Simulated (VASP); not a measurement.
A run of VASP 6.6.1 is set up as follows.

Contents of POSCAR:

```
LiBr
1.0
    0.0000000000      2.7395650468      2.7395650468
    2.7395650468      0.0000000000      2.7395650468
    2.7395650468      2.7395650468      0.0000000000
Li Br
1 1
Direct
    0.0000000000      0.0000000000      0.0000000000
    0.5000000000      0.5000000000      0.5000000000
```

File INCAR.step1:

```
  PREC = Accurate
  ENCUT = 650
  EDIFF = 1E-5
  ISMEAR = 0
  SIGMA = 0.01
  LREAL = F
  LASPH = T
  NELM = 120
  ALGO = Normal
  ISIF = 2
  LWAVE = T
  LCHARG = F
  GGA = PE
  NBANDS = 12
  GGA_COMPAT = F
```

INCAR.step2

```
  PREC = Accurate
  ENCUT = 650
  EDIFF = 1E-6
  ISMEAR = 0
  SIGMA = 0.01
  LREAL = F
  LASPH = T
  NELM = 120
  ALGO = Normal
  ISIF = 2
  LWAVE = F
  LCHARG = F
  GGA = PE
  LHFCALC = T
  AEXX = 0.2
  HFSCREEN = 0.3
  PRECFOCK = Normal
  ISTART = 1
  NBANDS = 12
  GGA_COMPAT = F
```

File KPOINTS:

```
regular mesh
0
Gamma
  4 4 4
```

Potentials or basis: VASP PAW PBE potentials, release 64 (Li_sv, Br).

Run with:

```bash
$ cat potpaw_PBE.64/Li_sv/POTCAR potpaw_PBE.64/Br/POTCAR > POTCAR
$ cp INCAR.step1 INCAR
$ mpirun -np 1 vasp_std > vasp.out
$ cp INCAR.step2 INCAR
$ mpirun -np 1 vasp_std > vasp.out
```

Question: What does it give for the band gap on the k mesh?

Answer: 5.79 eV.

Question: Estimate the pressure.

Answer: 0.1 GPa.

Caveat: the k points lie up to 0.50 Å⁻¹ apart; the PAW data sets were made with another functional, which shifts forces and pressure a little.
